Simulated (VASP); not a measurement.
## HfN: single point with PBEsol

The system is HfN.

```
Hf N
1.0
     0.00000    2.45482    2.45482
     2.45482    0.00000    2.45482
     2.45482    2.45482    0.00000
Hf N
1 1
Direct
  0.00000 0.00000 0.00000
  0.75000 0.75000 0.75000
```

| Property | Result |
| --- | --- |
| Program | VASP 6.6.1 |
| Task | single point |
| Functional | PBEsol |
| Potentials or basis | VASP PAW PBE potentials, release 64 (Hf_pv, N) |
| Cutoff | 600 eV |
| k mesh | 3 × 3 × 3 |
| Occupations | methfessel-paxton, width 0.1 eV |
| Spin | no spin polarisation |
| Dipole correction | no |
| Further INCAR settings | ALGO = Normal; EDIFF = 1e-06; NBANDS = 14 |

The pressure is -7.0 GPa.

Levels at points of the mesh, in eV from the Fermi level:
| k point | band 4 | band 5 | band 6 | band 7 | band 8 | band 9 | band 10 | band 11 |
| --- | --- | --- | --- | --- | --- | --- | --- | --- |
| (0.00, 0.00, 0.00) | -15.31 | -4.66 | -4.66 | -4.66 | 0.02 | 2.99 | 2.99 | 7.37 |

It took 7.6 s on 1 thread of AMD EPYC 7R13, with other jobs on the host, peak memory 0.12 GiB.

Caveat: the k points lie up to 0.74 Å⁻¹ apart; the PAW data sets were made with another functional, which shifts forces and pressure a little; spin-orbit coupling is left out, which moves the levels of the heavy elements.
